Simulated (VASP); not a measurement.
Write the native input for VASP 6.6.1 that does the following.

| Property | Result |
| --- | --- |
| Task | single point |
| Functional | PBE |
| Potentials or basis | VASP PAW PBE potentials, release 64 (Rh_pv) |
| Cutoff | 500 eV |
| k mesh | 21 × 21 × 12 |
| Occupations | gaussian, width 0.15 eV |
| Spin | collinear spin, ferromagnetic start |
| Starting moments | [0.875, 0.875] μB |
| Fixed moment | 1.75 μB |
| Dipole correction | no |
| Further INCAR settings | ALGO = Normal; EDIFF = 1e-06; NBANDS = 26 |

The structure of Rh lies in POSCAR:

```
Rh
1.0
    2.6112187483      0.0000000000      0.0000000000
   -1.3056093742      2.2613817708      0.0000000000
    0.0000000000      0.0000000000      4.2022282270
Rh
2
Direct
    0.6666666667      0.3333333333      0.7500000000
    0.3333333333      0.6666666667      0.2500000000
```

This isn't the form of Rh at room conditions, which is fcc.

One way to write it, as run:

INCAR

```
SYSTEM = Rh
PREC = Accurate
ENCUT = 500
EDIFF = 1E-6
ISMEAR = 0
SIGMA = 0.15
LREAL = .False.
LASPH = .True.
NELM = 200
ALGO = Normal
ISIF = 2
LWAVE = .False.
LCHARG = .False.
ISPIN = 2
MAGMOM = 0.875 0.875
LORBIT = 11
NUPDOWN = 1.75
LMAXMIX = 4
GGA = PE
NBANDS = 26
GGA_COMPAT = .False.
```

KPOINTS

```
regular mesh
0
Gamma
  21 21 12
  0 0 0
```

Potentials or basis: VASP PAW PBE potentials, release 64 (Rh_pv).

Run with:

```bash
$ cat potpaw_PBE.64/Rh_pv/POTCAR > POTCAR
$ mpirun -np 1 vasp_std > vasp.out
```

Results of the run:

```json
{
 "Pressure": "51.6 GPa",
 "Net moment": "1.75 μB per cell",
 "Site moments": "Rh +0.86 μB",
 "Valence electrons inside the program's atomic spheres": "Rh 14.01"
}
```

Caveat: the cell stands under pressure; the total moment is fixed, so each spin has its own Fermi level and the state may be an excited one.

It took 4.5 min on 1 thread of Oxide Virtual Turin-like Processor, with other jobs on the host, peak memory 0.32 GiB.
